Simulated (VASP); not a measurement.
Fe: single point with r2SCAN

Fe:

```xyz
1
Lattice="-1.4430 1.4430 1.4430 1.4430 -1.4430 1.4430 1.4430 1.4430 -1.4430" Properties=species:S:1:pos:R:3 pbc="T T T"
Fe    0.0000    0.0000    0.0000
```

```yaml
Program: VASP 6.6.1
Task: single point
Functional: r2SCAN
Potentials_or_basis: VASP PAW PBE potentials, release 64 (Fe)
Cutoff: 520 eV
k_mesh: 12 × 12 × 12
Occupations: gaussian, width 0.05 eV
Spin: collinear spin, ferromagnetic start
Starting_moments: "[0.4] μB"
```

| Item | Value |
| --- | --- |
| Pressure | -2.5 GPa |
| Net moment | 2.71 μB per cell |
| Site moments | Fe +2.79 μB |
| Valence electrons inside the program's atomic spheres | Fe 7.16 |

Levels at points of the mesh, in eV from the Fermi level:
Spin up:
| k point | band 1 | band 2 | band 3 | band 4 | band 5 | band 6 | band 7 | band 8 | band 9 | band 10 |
| --- | --- | --- | --- | --- | --- | --- | --- | --- | --- | --- |
| (0.00, 0.00, 0.00) | -8.40 | -3.10 | -3.10 | -3.10 | -1.92 | -1.92 | 25.40 | 25.40 | 25.40 | 30.10 |
| (0.50, 0.00, 0.00) | -5.31 | -4.06 | -1.89 | -1.77 | -0.66 | 0.54 | 6.65 | 18.57 | 19.85 | 23.04 |
| (0.50, 0.50, 0.50) | -5.24 | -5.24 | -0.90 | -0.90 | -0.90 | 9.76 | 9.76 | 9.76 | 15.26 | 15.26 |
Spin down:
| k point | band 1 | band 2 | band 3 | band 4 | band 5 | band 6 |
| --- | --- | --- | --- | --- | --- | --- |
| (0.00, 0.00, 0.00) | -9.02 | 0.42 | 0.42 | 0.42 | 2.55 | 2.55 |
| (0.50, 0.00, 0.00) | -3.40 | -0.96 | -0.03 | 2.39 | 2.83 | 3.38 |
| (0.50, 0.50, 0.50) | -2.55 | -2.55 | 3.08 | 3.08 | 3.08 | 10.13 |

Wall time 2.6 min on 1 thread of AMD EPYC 7R13, with other jobs on the host, peak memory 0.12 GiB.

Caveat: the PAW data sets were made with another functional, which shifts forces and pressure a little.
